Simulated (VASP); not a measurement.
# FeGe (P6/mmm) in VASP: notebook

FeGe is run at these levels: LDA; tasks: single point.

Everything below comes from runs of VASP 6.6.1. Logs are shortened: lines on timing, memory, paths and dates and some standing lists are left out, and cuts for length are marked.

## (1) The cell of the first run

It takes space group P6/mmm (No. 191, hexagonal). Conventional cell: a = 5.031 Å, b = 5.031 Å, c = 4.143 Å, α = 90.00°, β = 90.00°, γ = 120.00°. Within 3.3 Å of Ge (site symmetry -6m2) lie 6 Fe at 2.53 Å and 3 Ge at 2.90 Å. Within 3.3 Å of Ge (site symmetry 6/mmm) lie 6 Fe at 2.52 Å. Within 3.3 Å of Fe (site symmetry mmm) lie 6 Ge at 2.52 to 2.53 Å and 4 Fe at 2.52 Å.

## (2) Single point, LDA, collinear spin, ferromagnetic start

Input file INCAR:

```
SYSTEM = FeGe
PREC = Accurate ; ENCUT = 520
EDIFF = 1E-6 ; ISMEAR = -1
SIGMA = 0.05 ; LREAL = .False.
LASPH = .True. ; NELM = 150
ALGO = Normal ; ISIF = 2
LWAVE = .False. ; LCHARG = .False.
ISPIN = 2 ; MAGMOM = 0 0 0 3 3 3
LORBIT = 11 ; LMAXMIX = 4
NBANDS = 46
```

Input file KPOINTS:

```
Automatic mesh
0
Gamma
  6 6 7
  0 0 0
```

Input file POSCAR:

```
FeGe
1.0
    5.0307000046      0.0000000000      0.0000000000
   -2.5153500023      4.3567140028      0.0000000000
    0.0000000000      0.0000000000      4.1430188420
Ge Fe
3 3
Direct
    0.6666666667      0.3333333333      0.5000000000
    0.3333333333      0.6666666667      0.5000000000
    0.0000000000      0.0000000000      0.0000000000
    0.0000000000      0.5000000000      0.0000000000
    0.5000000000      0.5000000000      0.0000000000
    0.5000000000      0.0000000000      0.0000000000
```

Potentials or basis: VASP PAW LDA potentials, release 64 (Ge_d, Fe).

Started as:

```console
> cat potpaw_LDA.64/Ge_d/POTCAR potpaw_LDA.64/Fe/POTCAR > POTCAR
> mpirun -np 1 vasp_std > vasp.out
```

OUTCAR:

```text
SYSTEM = FeGe
   PREC = Accurate
   ENCUT = 520
   EDIFF = 1E-6
   ISMEAR = -1
   LREAL = .False.
   LASPH = .True.
   NELM = 150
   ISIF = 2
   ISPIN = 2
   LORBIT = 11

 ion  position               nearest neighbor table
   1  0.667  0.333  0.500-   6 2.53   6 2.53   4 2.53   4 2.53   5 2.53   5 2.53   2 2.90   2 2.90
                             2 2.90
   2  0.333  0.667  0.500-   6 2.53   6 2.53   4 2.53   4 2.53   5 2.53   5 2.53   1 2.90   1 2.90
                             1 2.90
   3  0.000  0.000  0.000-   4 2.52   5 2.52   4 2.52   5 2.52   6 2.52   6 2.52
   4  0.000  0.500  0.000-   3 2.52   6 2.52   3 2.52   6 2.52   5 2.52   5 2.52   2 2.53   2 2.53
                             1 2.53   1 2.53
   5  0.500  0.500  0.000-   3 2.52   6 2.52   6 2.52   3 2.52   4 2.52   4 2.52   2 2.53   2 2.53
                             1 2.53   1 2.53
   6  0.500  0.000  0.000-   4 2.52   5 2.52   5 2.52   4 2.52   3 2.52   3 2.52   2 2.53   2 2.53
                             1 2.53   1 2.53

  LATTYP: Found a hexagonal cell.
 ALAT       =     5.0307000046
 C/A-ratio  =     0.8235471879

  Lattice vectors:

 A1 = (   5.0307000046,   0.0000000000,   0.0000000000)
 A2 = (  -2.5153500023,   4.3567140028,   0.0000000000)
 A3 = (   0.0000000000,   0.0000000000,   4.1430188420)

Analysis of symmetry for initial positions (statically):
=====================================================================
 Subroutine PRICEL returns:
 Original cell was already a primitive cell.

 Routine SETGRP: Setting up the symmetry group for a
 hexagonal supercell.

 Subroutine GETGRP returns: Found 24 space group operations
 (whereof 24 operations were pure point group operations)
 out of a pool of 24 trial point group operations.

The static configuration has the point symmetry D_6h.

Analysis of symmetry for dynamics (positions and initial velocities):
=====================================================================
 Subroutine PRICEL returns:
 Original cell was already a primitive cell.

 Routine SETGRP: Setting up the symmetry group for a
 hexagonal supercell.

 Subroutine GETGRP returns: Found 24 space group operations
 (whereof 24 operations were pure point group operations)
 out of a pool of 24 trial point group operations.

The dynamic configuration has the point symmetry D_6h.

Analysis of structural, dynamic, and magnetic symmetry:
=====================================================================
 Subroutine PRICEL returns:
 Original cell was already a primitive cell.

 Routine SETGRP: Setting up the symmetry group for a
 hexagonal supercell.

 Subroutine GETGRP returns: Found 24 space group operations
[... 150 lines left out ...]

 Free energy of the ion-electron system (eV)
  ---------------------------------------------------
  ext. energy  EPLUGINS =         0.00000000
  ---------------------------------------------------
  free energy    TOTEN  =       -44.16909756 eV

  energy without entropy =      -44.12556162  energy(sigma->0) =      -44.14732959

 E-fermi :   6.2040     XC(G=0): -12.1175

 val. band max:        6.2000248355   @ k =   0.3333   0.1667   0.4286
 cond. band min:       6.2104900867   @ k =   0.0000   0.0000   0.2857
 fundamental gap:      0.0104652512
 Fermi energy:         6.2039772650

 spin component 1

 k-point     1 :       0.0000    0.0000    0.0000
  band No.  band energies     occupation
      1     -18.7833      1.00000
      2     -18.7104      1.00000
      3     -18.7104      1.00000
      4     -18.6168      1.00000
      5     -18.6168      1.00000
      6     -18.5826      1.00000
[... 1141 lines left out ...]
     44      13.7853      0.00000
     45      14.6900      0.00000

 [... further k-points ...]

 spin component 2

 k-point     1 :       0.0000    0.0000    0.0000
  band No.  band energies     occupation
      1     -18.7929      1.00000
      2     -18.7234      1.00000
      3     -18.7234      1.00000
      4     -18.6250      1.00000
      5     -18.6250      1.00000
      6     -18.5973      1.00000
[... 1141 lines left out ...]
     44      14.0260      0.00000
     45      14.9564      0.00000

 [... further k-points ...]

 [bands above 45 left out]

------------------------ aborting loop because EDIFF is reached ----------------------------------------

  FORCE on cell =-STRESS in cart. coord.  units (eV):
  Direction    XX          YY          ZZ          XY          YZ          ZX
  --------------------------------------------------------------------------------------
  -------------------------------------------------------------------------------------
  Total       -9.2549437     -9.2549437     -9.8274416      0.0000000      0.0000000      0.0000000
  in kB     -163.2976683   -163.2976683   -173.3990338      0.0000000      0.0000000      0.0000000
  external PRESSURE =    -166.6647901 kB  Pullay stress =       0.0000000 kB

 VOLUME and BASIS-vectors are now :
 -----------------------------------------------------------------------------
  energy-cutoff  :      520.00
  volume of cell :       90.80
      direct lattice vectors                 reciprocal lattice vectors
     5.030700005  0.000000000  0.000000000     0.198779494  0.114765394  0.000000000
    -2.515350002  4.356714003  0.000000000     0.000000000  0.229530788  0.000000000
     0.000000000  0.000000000  4.143018842     0.000000000  0.000000000  0.241369889

 POSITION                                       TOTAL-FORCE (eV/Angst)
 -----------------------------------------------------------------------------------
      2.51535      1.45224      2.07151         0.000000     -0.000000      0.000000
     -0.00000      2.90448      2.07151         0.000000      0.000000      0.000000
      0.00000      0.00000      0.00000        -0.000000      0.000000      0.000000
     -1.25768      2.17836      0.00000        -0.000000      0.000000      0.000000
      1.25768      2.17836      0.00000        -0.000000      0.000000      0.000000
      2.51535      0.00000      0.00000        -0.000000      0.000000      0.000000
 -----------------------------------------------------------------------------------
    total drift:                               -0.000000      0.000000     -0.000000

  FREE ENERGIE OF THE ION-ELECTRON SYSTEM (eV)
  ---------------------------------------------------
  free  energy   TOTEN  =       -44.1690975572 eV

  energy  without entropy=      -44.1255616238  energy(sigma->0) =      -44.14732959

 total charge

# of ion       s       p       d       tot
------------------------------------------
    1        1.137   1.148  10.065  12.350
    2        1.137   1.148  10.065  12.350
    3        1.160   1.108  10.047  12.314
    4        0.420   0.517   6.403   7.340
    5        0.420   0.517   6.403   7.340
    6        0.420   0.517   6.403   7.340
--------------------------------------------------
tot          4.693   4.956  49.387  59.035

 magnetization (x)

# of ion       s       p       d       tot
------------------------------------------
    1       -0.006  -0.042   0.001  -0.047
    2       -0.006  -0.042   0.001  -0.047
    3        0.000  -0.078   0.006  -0.072
    4        0.003   0.003   1.387   1.393
    5        0.003   0.003   1.387   1.393
    6        0.003   0.003   1.387   1.393
--------------------------------------------------
tot         -0.002  -0.155   4.169   4.012
```

OSZICAR:

```text
N       E                     dE             d eps       ncg     rms          rms(c)
DAV:   1     0.674600307369E+03    0.67460E+03   -0.28346E+04  6040   0.352E+03
DAV:   2     0.864974583500E+02   -0.58810E+03   -0.55310E+03  5152   0.818E+02
DAV:   3    -0.384407349833E+02   -0.12494E+03   -0.11823E+03  5194   0.233E+02
DAV:   4    -0.472492079673E+02   -0.88085E+01   -0.86954E+01  6012   0.718E+01
DAV:   5    -0.474472510878E+02   -0.19804E+00   -0.19791E+00  5934   0.116E+01    0.215E+01
DAV:   6    -0.520165437956E+02   -0.45693E+01   -0.48320E+01  6280   0.690E+01    0.271E+01
DAV:   7    -0.443701520099E+02    0.76464E+01   -0.22522E+01  6146   0.518E+01    0.466E+00
DAV:   8    -0.442451174154E+02    0.12503E+00   -0.18548E+00  5740   0.745E+00    0.259E+00
DAV:   9    -0.441743654007E+02    0.70752E-01   -0.20638E-01  6262   0.451E+00    0.123E+00
DAV:  10    -0.441699676735E+02    0.43977E-02   -0.18919E-02  6608   0.116E+00    0.321E-01
DAV:  11    -0.441693562720E+02    0.61140E-03   -0.23371E-03  6086   0.478E-01    0.174E-01
DAV:  12    -0.441691459998E+02    0.21027E-03   -0.32507E-04  6996   0.210E-01    0.115E-01
DAV:  13    -0.441691022352E+02    0.43765E-04   -0.73905E-05  6444   0.841E-02    0.461E-02
DAV:  14    -0.441690991661E+02    0.30691E-05   -0.99496E-06  5724   0.443E-02    0.234E-02
DAV:  15    -0.441690974636E+02    0.17025E-05   -0.27590E-06  4794   0.165E-02    0.550E-03
DAV:  16    -0.441690975572E+02   -0.93583E-07   -0.82407E-07  3152   0.943E-03
   1 F= -.44169098E+02 E0= -.44147330E+02  d E =-.435359E-01  mag=     4.0035
```

stdout:

```text
POSCAR found type information on POSCAR GeFe
 POSCAR found :  2 types and       6 ions
 scaLAPACK will be used
 LDA part: xc-table for (Slater(with rela. corr.)+CA(PZ))
 , standard interpolation
 POSCAR, INCAR and KPOINTS ok, starting setup
 FFT: planning ... GRIDC
 FFT: planning ... GRID_SOFT
 FFT: planning ... GRID
 WAVECAR not read
 entering main loop
```

Run time: 2.3 min. Hardware: 1 thread of AMD EPYC 9R45 (Zen 5), shared host; peak memory 0.26 GiB.

Results:

- Free energy: -44.1691 eV
- Pressure: -16.7 GPa
- Band gap on the k mesh: zero (filled and empty bands overlap)
- Net moment: 4.00 μB per cell
- Site moments: Ge -0.05, -0.07 (each value once); Fe +1.39 μB
- Valence electrons inside the program's atomic spheres: Ge 12.35, 12.31 (each value once); Fe 7.34

Caveat: the cell stands under tension.

## (3) Single point, LDA, collinear spin, ferromagnetic start

This run uses another cell than the first one, of 15.43 Å³/atom.

Input file INCAR:

```
SYSTEM = FeGe
PREC     = Accurate       ! precision mode
ENCUT    = 520            ! plane-wave cutoff, eV
EDIFF    = 1E-6           ! SCF threshold, eV
ISMEAR   = -1             ! smearing method
SIGMA    = 0.05           ! smearing width, eV
LREAL    = .False.        ! projectors in reciprocal space
LASPH    = .True.         ! aspherical terms in the spheres
NELM     = 150            ! most SCF steps
ALGO     = Normal         ! electronic algorithm
ISIF     = 2              ! what is computed and relaxed
LWAVE    = .False.        ! write WAVECAR
LCHARG   = .True.         ! write CHGCAR
ISPIN    = 2              ! spin polarisation
MAGMOM   = 0 0 0 3 3 3    ! initial moments
LORBIT   = 11             ! projections on sites
LMAXMIX  = 4              ! l up to which the mixer works
GGA      = CA             ! functional
LELF     = .True.         ! ELF
LVHAR    = .True.       
NBANDS   = 46             ! bands
```

Input file KPOINTS:

```
regular mesh
0
Gamma
  6 6 7
  0 0 0
```

POSCAR, as its differences from that of step 2:

```diff
@@ -2,5 +2,5 @@
 1.0
-    5.0307000046      0.0000000000      0.0000000000
-   -2.5153500023      4.3567140028      0.0000000000
-    0.0000000000      0.0000000000      4.1430188420
+    5.0633678031      0.0000000000      0.0000000000
+   -2.5316839015      4.3850051461      0.0000000000
+    0.0000000000      0.0000000000      4.1699223156
 Ge Fe
```

Potentials or basis: VASP PAW LDA potentials, release 64 (Ge_d, Fe).

Started as:

```console
> cat potpaw_LDA.64/Ge_d/POTCAR potpaw_LDA.64/Fe/POTCAR > POTCAR
> mpirun -np 1 vasp_std > vasp.out
```

OUTCAR:

```text
SYSTEM = FeGe
   PREC = Accurate
   ENCUT = 520
   EDIFF = 1E-6
   ISMEAR = -1
   LREAL = .False.
   LASPH = .True.
   NELM = 150
   ISIF = 2
   ISPIN = 2
   LORBIT = 11
   GGA = CA

 ion  position               nearest neighbor table
   1  0.667  0.333  0.500-   6 2.55   6 2.55   4 2.55   4 2.55   5 2.55   5 2.55
   2  0.333  0.667  0.500-   6 2.55   6 2.55   4 2.55   4 2.55   5 2.55   5 2.55
   3  0.000  0.000  0.000-   4 2.53   4 2.53   5 2.53   5 2.53   6 2.53   6 2.53
   4  0.000  0.500  0.000-   3 2.53   3 2.53   6 2.53   6 2.53   5 2.53   5 2.53   2 2.55   2 2.55
                             1 2.55   1 2.55
   5  0.500  0.500  0.000-   6 2.53   6 2.53   3 2.53   3 2.53   4 2.53   4 2.53   2 2.55   2 2.55
                             1 2.55   1 2.55
   6  0.500  0.000  0.000-   5 2.53   5 2.53   4 2.53   4 2.53   3 2.53   3 2.53   2 2.55   2 2.55
                             1 2.55   1 2.55

[... 2550 lines left out ...]
      0.00000      0.00000      0.00000        -0.000000      0.000000      0.000000
     -1.26584      2.19250      0.00000        -0.000000      0.000000      0.000000
      1.26584      2.19250      0.00000        -0.000000      0.000000      0.000000
      2.53168      0.00000      0.00000        -0.000000      0.000000      0.000000
 -----------------------------------------------------------------------------------
    total drift:                               -0.000000      0.000000     -0.000000

  FREE ENERGIE OF THE ION-ELECTRON SYSTEM (eV)
  ---------------------------------------------------
  free  energy   TOTEN  =       -43.9740592783 eV

  energy  without entropy=      -43.9299130375  energy(sigma->0) =      -43.95198616

 total charge

# of ion       s       p       d       tot
------------------------------------------
    1        1.138   1.132  10.060  12.329
    2        1.138   1.132  10.060  12.329
    3        1.161   1.093  10.042  12.295
    4        0.413   0.500   6.387   7.300
    5        0.413   0.500   6.387   7.300
    6        0.413   0.500   6.387   7.300
--------------------------------------------------
tot          4.674   4.857  49.322  58.853

 magnetization (x)

# of ion       s       p       d       tot
------------------------------------------
    1       -0.006  -0.044   0.000  -0.049
    2       -0.006  -0.044   0.000  -0.049
    3        0.000  -0.082   0.005  -0.076
    4        0.003   0.002   1.417   1.422
    5        0.003   0.002   1.417   1.422
    6        0.003   0.002   1.417   1.422
--------------------------------------------------
tot         -0.002  -0.163   4.259   4.094
```

OSZICAR:

```text
N       E                     dE             d eps       ncg     rms          rms(c)
DAV:   1     0.677198172590E+03    0.67720E+03   -0.28407E+04  6030   0.352E+03
DAV:   2     0.874013467619E+02   -0.58980E+03   -0.55489E+03  5152   0.819E+02
DAV:   3    -0.381069495811E+02   -0.12551E+03   -0.11838E+03  5176   0.233E+02
DAV:   4    -0.471134242510E+02   -0.90065E+01   -0.88719E+01  6054   0.719E+01
DAV:   5    -0.473218192992E+02   -0.20840E+00   -0.20814E+00  5964   0.117E+01    0.212E+01
DAV:   6    -0.523479614388E+02   -0.50261E+01   -0.51386E+01  6274   0.701E+01    0.286E+01
DAV:   7    -0.441562749431E+02    0.81917E+01   -0.23990E+01  6112   0.524E+01    0.446E+00
DAV:   8    -0.440517981422E+02    0.10448E+00   -0.19334E+00  5718   0.729E+00    0.260E+00
DAV:   9    -0.439792365872E+02    0.72562E-01   -0.21325E-01  6268   0.453E+00    0.123E+00
DAV:  10    -0.439749065931E+02    0.43300E-02   -0.18515E-02  6502   0.113E+00    0.330E-01
DAV:  11    -0.439743266812E+02    0.57991E-03   -0.23324E-03  6286   0.474E-01    0.179E-01
DAV:  12    -0.439741089539E+02    0.21773E-03   -0.34881E-04  7032   0.225E-01    0.114E-01
DAV:  13    -0.439740641747E+02    0.44779E-04   -0.80623E-05  6492   0.859E-02    0.465E-02
DAV:  14    -0.439740607520E+02    0.34227E-05   -0.11677E-05  5748   0.471E-02    0.240E-02
DAV:  15    -0.439740591770E+02    0.15750E-05   -0.30578E-06  5010   0.175E-02    0.551E-03
DAV:  16    -0.439740592783E+02   -0.10126E-06   -0.90339E-07  3174   0.993E-03
   1 F= -.43974059E+02 E0= -.43951986E+02  d E =-.441462E-01  mag=     4.0767
```

It took 2.4 min on 1 thread of AMD EPYC 9R45 (Zen 5), shared host; peak memory 0.27 GiB.

What came out:

| Property | Result |
| --- | --- |
| Free energy | -43.9741 eV |
| Pressure | -18.5 GPa |
| Net moment | 4.08 μB per cell |
| Site moments | Ge -0.05, -0.08 (each value once); Fe +1.42 μB |
| Valence electrons inside the program's atomic spheres | Ge 12.33, 12.29 (each value once); Fe 7.30 |

Stress tensor (GPa, compression positive):
```
-18.30   0.00   0.00
  0.00 -18.30   0.00
  0.00   0.00 -18.80
```

Caveat: the cell stands under tension.
